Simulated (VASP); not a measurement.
# Mg5Te (C2/m) in VASP: notebook

Runs on Mg5Te. Level: PBE. Tasks: single point, relaxation of cell and atoms.

Everything below comes from runs of VASP 6.6.1. Logs are shortened: lines on timing, memory, paths and dates and some standing lists are left out, and cuts for length are marked.

## Step 1: The cell of the first run

Symmetry: C2/m, No. 12, monoclinic system. The conventional cell has a = 7.261 Å, b = 6.074 Å, c = 7.486 Å, α = 90.00°, β = 118.74°, γ = 90.00°. Mg (site symmetry 2/m) has 4 Mg at 2.37 Å within 3.1 Å. Within 3.1 Å of Mg (site symmetry -1) lie 4 Mg at 2.37 to 3.04 Å. Within 3.1 Å of Mg (site symmetry -1) lie 2 Te at 2.37 Å and 2 Mg at 3.04 Å. Within 3.1 Å of Te (site symmetry 2/m) lie 4 Mg at 2.37 Å.

The cell was built from a structure type or drawn by symmetry, and may not be a known phase.

## Step 2: Single point, PBE

INCAR

```
SYSTEM = Mg5Te
PREC = Accurate
ENCUT = 520
EDIFF = 1E-6
ISMEAR = 0
SIGMA = 0.1
LREAL = .False.
LASPH = .True.
NELM = 80
ALGO = Fast
ISIF = 2
LWAVE = .False.
LCHARG = .False.
GGA = PE
NBANDS = 17
```

KPOINTS

```
regular mesh
0
Gamma
  4 4 4
  0 0 0
```

POSCAR

```
Mg5Te
1.0
    3.6303571100     -3.0372163800      0.0000000000
    3.6303571100      3.0372163800      0.0000000000
   -3.5992999100      0.0000000000      6.5639788800
Mg Te
5 1
Direct
    0.5000000000      0.5000000000      0.0000000000
    0.5000000000      0.0000000000      0.0000000000
    0.0000000000      0.5000000000      0.0000000000
    0.0000000000      0.5000000000      0.5000000000
    0.5000000000      0.0000000000      0.5000000000
    0.5000000000      0.5000000000      0.5000000000
```

Potentials or basis: VASP PAW PBE potentials, release 64 (Mg, Te).

On the command line:

```sh
$ cat potpaw_PBE.64/Mg/POTCAR potpaw_PBE.64/Te/POTCAR > POTCAR
$ mpirun -np 1 vasp_std > vasp.out
```

OUTCAR:

```text
SYSTEM = Mg5Te
   PREC = Accurate
   ENCUT = 520
   EDIFF = 1E-6
   ISMEAR = 0
   LREAL = .False.
   LASPH = .True.
   NELM = 80
   ISIF = 2
   GGA = PE

 ion  position               nearest neighbor table
   1  0.500  0.500  0.000-   2 2.37   3 2.37   2 2.37   3 2.37   4 3.62   5 3.62   5 3.62   4 3.62

   2  0.500  0.000  0.000-   1 2.37   1 2.37   3 3.04   3 3.04   6 3.62   6 3.62   3 3.63   3 3.63

   3  0.000  0.500  0.000-   1 2.37   1 2.37   2 3.04   2 3.04   6 3.62   6 3.62   2 3.63   2 3.63

   4  0.000  0.500  0.500-   6 2.37   6 2.37   5 3.04   5 3.04   1 3.62   1 3.62   5 3.63   5 3.63

   5  0.500  0.000  0.500-   6 2.37   6 2.37   4 3.04   4 3.04   1 3.62   1 3.62   4 3.63   4 3.63

   6  0.500  0.500  0.500-   4 2.37   5 2.37   5 2.37   4 2.37   2 3.62   2 3.62   3 3.62   3 3.62

  LATTYP: Found a base centered monoclinic cell.
 ALAT       =     7.2607142200
 B/A-ratio  =     0.8366164231
 C/A-ratio  =     1.0310334058
 COS(beta)  =    -0.4808016566

  Lattice vectors:

 A1 = (   3.6303571100,  -3.0372163800,   0.0000000000)
 A2 = (   3.6303571100,   3.0372163800,   0.0000000000)
 A3 = (  -3.5992999100,   0.0000000000,   6.5639788800)

Analysis of symmetry for initial positions (statically):
=====================================================================
 Subroutine PRICEL returns:
 Original cell was already a primitive cell.

 Routine SETGRP: Setting up the symmetry group for a
 base centered monoclinic supercell.

 Subroutine GETGRP returns: Found  4 space group operations
 (whereof  4 operations were pure point group operations)
 out of a pool of  4 trial point group operations.

The static configuration has the point symmetry C_2h.

Analysis of symmetry for dynamics (positions and initial velocities):
=====================================================================
 Subroutine PRICEL returns:
 Original cell was already a primitive cell.

 Routine SETGRP: Setting up the symmetry group for a
 base centered monoclinic supercell.

 Subroutine GETGRP returns: Found  4 space group operations
 (whereof  4 operations were pure point group operations)
 out of a pool of  4 trial point group operations.

The dynamic configuration has the point symmetry C_2h.

 Subroutine INISYM returns: Found  4 space group operations
 (whereof  4 operations are pure point group operations),
 and found     1 'primitive' translations

----------------------------------------------------------------------------------------

                                     Primitive cell

  volume of cell :     144.7512

  direct lattice vectors                    reciprocal lattice vectors
     3.630357110 -3.037216380  0.000000000     0.137727498 -0.164624425  0.075521658
     3.630357110  3.037216380  0.000000000     0.137727498  0.164624425  0.075521658
    -3.599299910  0.000000000  6.563978880     0.000000000  0.000000000  0.152346621

  length of vectors
     4.733304985  4.733304985  7.486038911     0.227538097  0.227538097  0.152346621

  position of ions in fractional coordinates (direct lattice)
     0.500000000  0.500000000  0.000000000
     0.500000000  1.000000000  0.000000000
     1.000000000  0.500000000  0.000000000
     1.000000000  0.500000000  0.500000000
     0.500000000  1.000000000  0.500000000
     0.500000000  0.500000000  0.500000000

  ion indices of the primitive-cell ions
   primitive index   ion index
                 1           1
                 2           2
                 3           3
                 4           4
                 5           5
                 6           6

----------------------------------------------------------------------------------------

 KPOINTS: regular mesh

Automatic generation of k-mesh.
 Grid dimensions read from file:
 generate k-points for:    4    4    4

 Generating k-lattice:

  Cartesian coordinates                     Fractional coordinates (reciprocal lattice)
     0.034431874 -0.041156106  0.018880415     0.250000000 -0.000000000  0.000000000
     0.034431874  0.041156106  0.018880415    -0.000000000  0.250000000  0.000000000
     0.000000000  0.000000000  0.038086655     0.000000000  0.000000000  0.250000000

  Length of vectors
     0.056884524  0.056884524  0.038086655

  Shift w.r.t. Gamma in fractional coordinates (k-lattice)
     0.000000000  0.000000000  0.000000000

 Subroutine IBZKPT returns following result:
 ===========================================

 Found     24 irreducible k-points:

 Following reciprocal coordinates:
            Coordinates               Weight
  0.000000  0.000000  0.000000      1.000000
  0.250000  0.000000  0.000000      4.000000
  0.500000  0.000000  0.000000      2.000000
  0.250000  0.250000  0.000000      2.000000
  0.500000  0.250000 -0.000000      4.000000
 -0.250000  0.250000  0.000000      2.000000
[... 16 lines left out ...]
 -0.250000  0.250000  0.500000      2.000000
  0.500000  0.500000  0.500000      1.000000
   k-points           NKPTS =     24   k-points in BZ     NKDIM =     24   number of bands    NBANDS=     17
   number of dos      NEDOS =    301   number of ions     NIONS =      6
   total plane-waves  NPLWV =  72576
   dimension x,y,z NGX =    36 NGY =   36 NGZ =   56
   dimension x,y,z NGXF=    72 NGYF=   72 NGZF=  112
   ions per type =               5   1
   NGX,Y,Z   is equivalent  to a cutoff of  12.64, 12.64, 12.44 a.u.
   NGXF,Y,Z  is equivalent  to a cutoff of  25.29, 25.29, 24.87 a.u.
 SYSTEM =  Mg5Te
   PREC   = accura    normal or accurate (medium, high low for compatibility)
   ISTART =      0    job   : 0-new  1-cont  2-samecut
   ICHARG =      2    charge: 1-file 2-atom 10-const
   ISPIN  =      1    spin polarized calculation?
   LNONCOLLINEAR =      F non collinear calculations
   LSORBIT =      F    spin-orbit coupling
   LASPH  =      T    aspherical Exc in radial PAW
   ENCUT  =  520.0 eV  38.22 Ry    6.18 a.u.   8.80  8.80 13.92*2*pi/ulx,y,z
   NELM   =     80;   NELMIN=  2; NELMDL= -5     # of ELM steps
   EDIFF  = 0.1E-05   stopping-criterion for ELM
   LREAL  =      F    real-space projection
   EDIFFG = 0.1E-04   stopping-criterion for IOM
   NSW    =      0    number of steps for IOM
   IBRION =     -1    ionic relax: 0-MD 1-quasi-New 2-CG
   NFREE  =      0    steps in history (QN), initial steepest desc. (CG)
   ISIF   =      2    stress and relaxation
   ISYM   =      2    0-nonsym 1-usesym 2-fastsym
   POTIM  = 0.5000    time-step for ionic-motion
   TEBEG  =    0.0;   TEEND  =   0.0 temperature during run
   PSTRESS=    0.0 pullay stress
   NELECT =      16.0000    total number of electrons
   NUPDOWN=      -1.0000    fix difference up-down
   EMIN   =  10.00;   EMAX   =-10.00  energy-range for DOS
   EFERMI =   0.00;   METHOD = LEGACY
   ISMEAR =     0;   SIGMA  =   0.10  broadening in eV -4-tet -1-fermi 0-gaus
   EFERMI_NEDOS =   21; number of points for ismear=-14 and -15
   IALGO  =     68    algorithm
   IMIX   =      4    mixing-type and parameters
     AMIX     =   0.40;   BMIX     =  1.00
     AMIX_MAG =   1.60;   BMIX_MAG =  1.00
  volume/ion in A,a.u.               =      24.13       162.80
  Fermi-wavevector in a.u.,A,eV,Ry     =   0.785671  1.484703  8.398590  0.617279
  Thomas-Fermi vector in A             =   1.890054
   LORBIT       =      0    0 simple, 1 ext, 2 COOP (PROOUT), +10 PAW based schemes
   GGA     = PE    functional components
   LHFCALC =     F    Hartree Fock is set to
   AEXX    =    0.0000 exact exchange contribution
   IVDW    =     0    specifies the selected vdW correction
   LEPSILON=     F    determine dielectric tensor
   LRPA    =     F    only Hartree local field effects (RPA)
 non-spin polarized calculation
 RMM-DIIS sequential band-by-band and
 Gauss-broadening in eV      SIGMA  =   0.10
  energy-cutoff  :      520.00
  volume of cell :      144.75
 maximum number of plane-waves:      3920
   NGX = 17   NGY = 17   NGZ = 27

 number of electron      16.0000000 magnetization

 Free energy of the ion-electron system (eV)
  ---------------------------------------------------
  ext. energy  EPLUGINS =         0.00000000
  ---------------------------------------------------
  free energy    TOTEN  =        -4.16328315 eV

  energy without entropy =       -4.14429746  energy(sigma->0) =       -4.15379031

 E-fermi :   3.9962     XC(G=0):  -8.5393

 val. band max:        3.9902236225   @ k =   0.5000   0.0000   0.0000
 cond. band min:       3.9990879468   @ k =   0.2500   0.0000   0.0000
 fundamental gap:      0.0088643244
 Fermi energy:         3.9962352580

 k-point     1 :       0.0000    0.0000    0.0000
  band No.  band energies     occupation
      1      -9.7241      2.00000
      2      -1.7703      2.00000
      3      -1.3932      2.00000
      4      -1.1518      2.00000
      5      -0.8926      2.00000
      6       2.6366      2.00000
[... 9 lines left out ...]
     16       9.2201      0.00000
     17       9.2251      0.00000

 k-point     2 :       0.2500    0.0000    0.0000
  band No.  band energies     occupation
      1      -9.6060      2.00000
      2      -2.2758      2.00000
      3      -1.5745      2.00000
      4      -0.9966      2.00000
      5      -0.6168      2.00000
      6       1.8782      2.00000
[... 9 lines left out ...]
     16       8.4286      0.00000
     17       8.7443      0.00000

 k-point     3 :       0.5000    0.0000    0.0000
  band No.  band energies     occupation
      1      -9.4776      2.00000
      2      -2.9008      2.00000
      3      -1.1928      2.00000
      4      -0.9231      2.00000
      5      -0.6709      2.00000
      6       1.5988      2.00000
[... 392 lines left out ...]
 k-point    23 :      -0.2500    0.2500    0.5000
  band No.  band energies     occupation
      1      -9.4804      2.00000
      2      -2.3497      2.00000
      3      -1.9186      2.00000
      4      -1.7822      2.00000
      5       1.0300      2.00000
      6       1.8730      2.00000
[... 9 lines left out ...]
     16       8.6729      0.00000
     17       9.4535      0.00000

 k-point    24 :       0.5000    0.5000    0.5000
  band No.  band energies     occupation
      1      -9.2578      2.00000
      2      -2.9988      2.00000
      3      -1.9642      2.00000
      4      -0.5548      2.00000
      5       0.6354      2.00000
      6       1.1827      2.00000
[... 9 lines left out ...]
     16       9.6874      0.00000
     17      10.8557      0.00000

------------------------ aborting loop because EDIFF is reached ----------------------------------------

  FORCE on cell =-STRESS in cart. coord.  units (eV):
  Direction    XX          YY          ZZ          XY          YZ          ZX
  --------------------------------------------------------------------------------------
  -------------------------------------------------------------------------------------
  Total       32.6616525     26.0684949     -3.0145534      0.0000000      0.0000000     -0.3511356
  in kB      361.5151354    288.5388441    -33.3665509      0.0000000      0.0000000     -3.8865406
  external PRESSURE =     205.5624762 kB  Pullay stress =       0.0000000 kB

 VOLUME and BASIS-vectors are now :
 -----------------------------------------------------------------------------
  energy-cutoff  :      520.00
  volume of cell :      144.75
      direct lattice vectors                 reciprocal lattice vectors
     3.630357110 -3.037216380  0.000000000     0.137727498 -0.164624425  0.075521658
     3.630357110  3.037216380  0.000000000     0.137727498  0.164624425  0.075521658
    -3.599299910  0.000000000  6.563978880     0.000000000  0.000000000  0.152346621

 POSITION                                       TOTAL-FORCE (eV/Angst)
 -----------------------------------------------------------------------------------
      3.63036      0.00000      0.00000         0.000000      0.000000      0.000000
      1.81518     -1.51861      0.00000        -0.000000      0.000000      0.000000
      1.81518      1.51861      0.00000         0.000000     -0.000000      0.000000
      0.01553      1.51861      3.28199         0.000000      0.000000      0.000000
      0.01553     -1.51861      3.28199         0.000000      0.000000      0.000000
      1.83071      0.00000      3.28199        -0.000000     -0.000000      0.000000
 -----------------------------------------------------------------------------------
    total drift:                                0.000000      0.000000      0.000000

  FREE ENERGIE OF THE ION-ELECTRON SYSTEM (eV)
  ---------------------------------------------------
  free  energy   TOTEN  =        -4.1632831541 eV

  energy  without entropy=       -4.1442974608  energy(sigma->0) =       -4.15379031
```

It took 29 s on 1 thread of Intel Xeon 6975P-C (Granite Rapids), shared host; peak memory 0.27 GiB.

What came out:

- Free energy: -4.1633 eV
- Pressure: 20.6 GPa
- Band gap on the k mesh: zero (bands 8 and 9 overlap by 1.04 eV)

Caveat: the cell stands under pressure; spin-orbit coupling is left out, which moves the levels of the heavy elements.

## Step 3: Relaxation of cell and atoms, PBE

INCAR

```
PREC = Accurate ; ENCUT = 600
EDIFF = 1E-7 ; ISMEAR = 0
SIGMA = 0.1 ; LREAL = False
LASPH = True ; NELM = 80
ALGO = Normal ; ISIF = 3
LWAVE = False ; LCHARG = False
GGA = PE ; IBRION = 2
NSW = 90 ; EDIFFG = -0.04
```

KPOINTS

```
Automatic mesh
0
Gamma
  4 4 4
```

POSCAR is that of step 2.

Potentials or basis: VASP PAW PBE potentials, release 64 (Mg, Te).

On the command line:

```sh
$ cat potpaw_PBE.64/Mg/POTCAR potpaw_PBE.64/Te/POTCAR > POTCAR
$ mpirun -np 1 vasp_std > vasp.out
```

OUTCAR:

```text
PREC = Accurate
   ENCUT = 600
   EDIFF = 1E-7
   ISMEAR = 0
   LREAL = False
   LASPH = True
   NELM = 80
   ISIF = 3
   GGA = PE
   IBRION = 2
   NSW = 90
   EDIFFG = -0.04

 ion  position               nearest neighbor table
   1  0.500  0.500  0.000-   2 2.37   3 2.37   2 2.37   3 2.37   4 3.62   5 3.62   5 3.62   4 3.62

   2  0.500  0.000  0.000-   1 2.37   1 2.37   3 3.04   3 3.04   6 3.62   6 3.62   3 3.63   3 3.63

   3  0.000  0.500  0.000-   1 2.37   1 2.37   2 3.04   2 3.04   6 3.62   6 3.62   2 3.63   2 3.63

   4  0.000  0.500  0.500-   6 2.37   6 2.37   5 3.04   5 3.04   1 3.62   1 3.62   5 3.63   5 3.63

   5  0.500  0.000  0.500-   6 2.37   6 2.37   4 3.04   4 3.04   1 3.62   1 3.62   4 3.63   4 3.63

   6  0.500  0.500  0.500-   4 2.37   5 2.37   5 2.37   4 2.37   2 3.62   2 3.62   3 3.62   3 3.62

  LATTYP: Found a base centered monoclinic cell.
 ALAT       =     7.2607142200
 B/A-ratio  =     0.8366164231
 C/A-ratio  =     1.0310334058
 COS(beta)  =    -0.4808016566

  Lattice vectors:

 A1 = (   3.6303571100,  -3.0372163800,   0.0000000000)
 A2 = (   3.6303571100,   3.0372163800,   0.0000000000)
 A3 = (  -3.5992999100,   0.0000000000,   6.5639788800)

Analysis of symmetry for initial positions (statically):
=====================================================================
 Subroutine PRICEL returns:
 Original cell was already a primitive cell.

 Routine SETGRP: Setting up the symmetry group for a
 base centered monoclinic supercell.

 Subroutine GETGRP returns: Found  4 space group operations
 (whereof  4 operations were pure point group operations)
 out of a pool of  4 trial point group operations.

The static configuration has the point symmetry C_2h.

Analysis of symmetry for dynamics (positions and initial velocities):
=====================================================================
 Subroutine PRICEL returns:
 Original cell was already a primitive cell.

 Routine SETGRP: Setting up the symmetry group for a
 base centered monoclinic supercell.

[... 138 lines left out ...]
   AEXX    =    0.0000 exact exchange contribution
   IVDW    =     0    specifies the selected vdW correction
   LEPSILON=     F    determine dielectric tensor
   LRPA    =     F    only Hartree local field effects (RPA)
 conjugate gradient relaxation of ions
 non-spin polarized calculation
 Gauss-broadening in eV      SIGMA  =   0.10
  energy-cutoff  :      600.00
  volume of cell :      144.75
 maximum number of plane-waves:      4850
 NGX is ok and might be reduce to    40
   NGX = 19   NGY = 19   NGZ = 29

--------------------------------------- Ionic step        1  -------------------------------------------

 number of electron      16.0000000 magnetization

 Free energy of the ion-electron system (eV)
  ---------------------------------------------------
  ext. energy  EPLUGINS =         0.00000000
  ---------------------------------------------------
  free energy    TOTEN  =        -4.16402416 eV

  energy without entropy =       -4.14503983  energy(sigma->0) =       -4.15453200

------------------------ aborting loop because EDIFF is reached ----------------------------------------

  FORCE on cell =-STRESS in cart. coord.  units (eV):
  Direction    XX          YY          ZZ          XY          YZ          ZX
  --------------------------------------------------------------------------------------
  -------------------------------------------------------------------------------------
  Total       32.6610547     26.0676563     -3.0125308      0.0000000      0.0000000     -0.3512622
  in kB      361.5085183    288.5295621    -33.3441630      0.0000000      0.0000000     -3.8879420
  external PRESSURE =     205.5646391 kB  Pullay stress =       0.0000000 kB
[... 101 lines left out ...]
  FREE ENERGIE OF THE ION-ELECTRON SYSTEM (eV)
  ---------------------------------------------------
  free  energy   TOTEN  =        -9.0406973555 eV

  energy  without entropy=       -9.0250060178  energy(sigma->0) =       -9.03285169

[... ionic steps 4 to 14 ...]

--------------------------------------- Ionic step       15  -------------------------------------------

 number of electron      16.0000000 magnetization

------------------------ aborting loop because EDIFF is reached ----------------------------------------
[... 75 lines left out ...]
--------------------------------------- Ionic step       17  -------------------------------------------

 number of electron      16.0000000 magnetization

 Free energy of the ion-electron system (eV)
  ---------------------------------------------------
  ext. energy  EPLUGINS =         0.00000000
  ---------------------------------------------------
  free energy    TOTEN  =       -10.20011203 eV

  energy without entropy =      -10.19083491  energy(sigma->0) =      -10.19547347

 E-fermi :   2.6999     XC(G=0):  -8.1101

 val. band max:        2.6072269549   @ k =  -0.2500   0.2500   0.2500
 cond. band min:       2.7532244440   @ k =   0.2500   0.2500   0.0000
 fundamental gap:      0.1459974891
 Fermi energy:         2.6998677928

 k-point     1 :       0.0000    0.0000    0.0000
  band No.  band energies     occupation
      1      -9.2679      2.00000
      2      -1.8554      2.00000
      3      -1.6702      2.00000
      4      -1.0210      2.00000
      5      -0.9991      2.00000
      6       1.9699      2.00000
      7       2.0405      2.00000
      8       2.4465      1.99966
      9       2.4853      1.99759
     10       2.9727      0.00011
     11       3.1673      0.00000
     12       3.5875      0.00000
[... 376 lines left out ...]
  FREE ENERGIE OF THE ION-ELECTRON SYSTEM (eV)
  ---------------------------------------------------
  free  energy   TOTEN  =       -10.2001120350 eV

  energy  without entropy=      -10.1908349125  energy(sigma->0) =      -10.19547347

 reached required accuracy - stopping structural energy minimisation
```

Wall time 6.7 min (1 thread of Intel Xeon 6975P-C (Granite Rapids), shared host); peak memory 0.35 GiB.

Results:

* Free energy: -10.2001 eV
* Relaxed volume: 28.16 Å³/atom
* Relaxed cell: a = 6.044 Å, b = 6.044 Å, c = 7.501 Å, α = 128.25°, β = 128.25°, γ = 67.76°
* Space group after relaxing (to 0.1 Å): I4/mmm (No. 139)
* Pressure after relaxing: 0.0 GPa
* Band gap on the k mesh: zero (bands 8 and 9 overlap by 0.92 eV)

Stress tensor (GPa, compression positive):
```
 0.09  0.00  0.00
 0.00 -0.04  0.00
 0.00  0.00 -0.01
```

Final structure:
```
Mg Te
1.0
     5.00981   -3.36920   -0.28923
     5.00981    3.36920   -0.28923
    -5.29609    0.00000    5.31133
Mg Te
5 1
Direct
  0.50000 0.50000 0.00000
  0.50000 0.00000 0.00000
  0.00000 0.50000 0.00000
  0.00000 0.50000 0.50000
  0.50000 0.00000 0.50000
  0.50000 0.50000 0.50000
```

Caveat: the volume moved by over 15 % at a fixed basis, so the end points are rough; spin-orbit coupling is left out, which moves the levels of the heavy elements.
